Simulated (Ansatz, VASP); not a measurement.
## W: VASP beside Ansatz

The input INCAR:

```
SYSTEM = W
PREC     = Accurate       ! precision mode
ENCUT    = 520            ! plane-wave cutoff, eV
EDIFF    = 1E-7           ! SCF threshold, eV
ISMEAR   = 0              ! smearing method
SIGMA    = 0.1            ! smearing width, eV
LREAL    = .FALSE.        ! projectors in reciprocal space
LASPH    = .TRUE.         ! aspherical terms in the spheres
NELM     = 80             ! most SCF steps
ALGO     = Fast           ! electronic algorithm
ISIF     = 2              ! what is computed and relaxed
LWAVE    = .FALSE.        ! write WAVECAR
LCHARG   = .FALSE.        ! write CHGCAR
GGA      = PE             ! functional
NBANDS   = 13             ! bands
```

The input KPOINTS:

```
Automatic mesh
0
G
  18 18 18
  0 0 0
```

POSCAR

```
W
1.0
   -1.5557702000      1.5557702000      1.5557702000
    1.5557702000     -1.5557702000      1.5557702000
    1.5557702000      1.5557702000     -1.5557702000
W
1
Direct
    0.0000000000      0.0000000000      0.0000000000
```

Input for Ansatz:

```yaml
crystal:
  lattice:
    - [-1.5557702, 1.5557702, 1.5557702]
    - [1.5557702, -1.5557702, 1.5557702]
    - [1.5557702, 1.5557702, -1.5557702]
  atoms:
    - { symbol: W, position: [0.0, 0.0, 0.0] }
basis:
  ecutwfc: 420
kpoints:
  mp_grid: { grid: [18, 18, 18] }
hamiltonian:
  xc: pbe
scf:
  occupations: { method: gaussian, width: 0.1 }
output:
  forces: true
  stress: true
  eigenvalues: true
```

Alike in both runs: task single point; functional PBE; k mesh 18 × 18 × 18; occupations gaussian, width 0.1 eV; no spin polarisation.

|  | VASP | Ansatz |
| --- | --- | --- |
| version | VASP 6.6.1 | Ansatz 0.2.0 |
| potentials or method | VASP PAW PBE potentials, release 64 (W_sv), cutoff 520 eV | scalar-relativistic, plane waves, PAW |
| valence electrons in the cell | 14 | 14 |

|  | VASP | Ansatz | Ansatz less VASP |
| --- | --- | --- | --- |
| gap on the k mesh at the Fermi level (eV) | none | none | - |
| pressure (GPa) | 25.1 | 24.3 | -0.82 |

A gap of «none» marks a metal or a gap that the smearing closes.

Spin-orbit coupling is off throughout.
